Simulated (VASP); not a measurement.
Input of a VASP 6.6.1 run:

File INCAR:

```
PREC = Accurate
ENCUT = 520
EDIFF = 1E-7
ISMEAR = -1
SIGMA = 0.08
LREAL = F
LASPH = T
NELM = 80
ALGO = Normal
ISIF = 2
LWAVE = F
LCHARG = F
NBANDS = 12
```

Contents of KPOINTS:

```
regular mesh
0
Gamma
  17 17 16
```

File POSCAR:

```
Sc
1.0
    2.5365903837      0.0000000000      0.0000000000
   -1.2682951918      2.1967517113      0.0000000000
    0.0000000000      0.0000000000      2.3756213485
Sc
1
Direct
    0.0000000000      0.0000000000      0.0000000000
```

Potentials or basis: VASP PAW LDA potentials, release 64 (Sc_sv).

Launch:

```console
$ cat potpaw_LDA.64/Sc_sv/POTCAR > POTCAR
$ mpirun -np 1 vasp_std > vasp.out
```

Task: Predict the pressure.

Result: 62.5 GPa.

Task: What does it give for the band gap on the k mesh?

Result: Zero (an odd number of electrons rules out a gap without spin polarisation).

Stress tensor (GPa, compression positive):
```
62.26  0.00  0.00
 0.00 62.26  0.00
 0.00  0.00 62.94
```

Caveat: the cell stands under pressure.
